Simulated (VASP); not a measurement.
# LiF: single point with LDA

Crystal: LiF.

```
Li F
1.0
     2.95334    0.00000    0.00000
    -1.47667    2.55767    0.00000
     0.00000    0.00000    4.90432
Li F
2 2
Direct
  0.33333 0.66667 0.40269
  0.66667 0.33333 0.90269
  0.33333 0.66667 0.99102
  0.66667 0.33333 0.49102
```

This cell differs from its parent crystal: atoms shifted along a free coordinate, c/a of the conventional cell at fixed volume 1.6606.

```json
{"Program": "VASP 6.6.1", "Task": "single point", "Functional": "LDA", "Potentials or basis": "VASP PAW LDA potentials, release 64 (Li_sv, F)", "Cutoff": "520 eV", "k mesh": "9 × 9 × 6", "Occupations": "gaussian, width 0.05 eV", "Spin": "no spin polarisation", "Dipole correction": "no", "Further INCAR settings": "ALGO = Normal; EDIFF = 1e-07; NBANDS = 18"}
```

```
Largest force          : 0.425 eV/Å
Band gap on the k mesh : 7.80 eV
```

Forces on the atoms (eV/Å):
```
Li   0.000  0.000 -0.425
Li   0.000  0.000 -0.425
F    0.000  0.000  0.425
F    0.000  0.000  0.425
```

Levels at points of the mesh, in eV from the valence-band top:
| k point | band 7 | band 8 | band 9 | band 10 | band 11 | band 12 | band 13 | band 14 |
| --- | --- | --- | --- | --- | --- | --- | --- | --- |
| (0.00, 0.00, 0.00) | -0.53 | -0.25 | -0.25 | 0.00 | 7.80 | 11.82 | 15.47 | 19.07 |
| (0.00, 0.00, 0.50) | -0.39 | -0.39 | -0.39 | -0.39 | 9.54 | 9.54 | 17.31 | 17.31 |

Run time: 27 s on 1 thread of Intel Xeon 8259CL, on a shared host, peak memory 0.15 GiB.

 A k mesh can miss the band edges.
